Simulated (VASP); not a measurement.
Here is a VASP 6.6.1 calculation.

Contents of INCAR:

```
ALGO = Normal ; EDIFF = 1E-6
EDIFFG = -0.01 ; ENCUT = 600
GGA = PE ; IBRION = 2
ISIF = 3 ; ISMEAR = 0
LASPH = T ; LCHARG = F
LREAL = F ; LWAVE = F
NELM = 100 ; NSW = 100
PREC = Accurate ; SIGMA = 0.02
```

The input KPOINTS:

```
k-points
0
Gamma
  12 12 12
```

POSCAR

```
AlGa2N3
1.0
   -1.4863967548      1.4863967548      6.3181246013
    1.4863967548     -1.4863967548      6.3181246013
    1.4863967548      1.4863967548     -6.3181246013
Al Ga N
1 2 3
Direct
    0.5000000000      0.5000000000      0.0000000000
    0.8342148685      0.8342148685      0.0000000000
    0.1657851315      0.1657851315      0.0000000000
    0.0000000000      0.0000000000      0.0000000000
    0.6633475095      0.6633475095      0.0000000000
    0.3366524905      0.3366524905      0.0000000000
```

Potentials or basis: VASP PAW PBE potentials, release 64 (Al, Ga_d, N).

The run is started by

```console
$ cat potpaw_PBE.64/Al/POTCAR potpaw_PBE.64/Ga_d/POTCAR potpaw_PBE.64/N/POTCAR > POTCAR
$ mpirun -np 1 vasp_std > vasp.out
```

**Question.** Predict the band gap on the k mesh.

**Answer.** 1.15 eV (least direct gap 2.16 eV).

**Question.** Estimate the relaxed volume.

**Answer.** 9.32 Å³/atom.

Forces in eV/Å, atoms in the order of the input:
```
Al   0.000  0.000  0.000
Ga   0.000  0.000  0.005
Ga   0.000  0.000 -0.005
N    0.000  0.000  0.000
N    0.000  0.000 -0.009
N    0.000  0.000  0.009
```

A k mesh can miss the band edges.
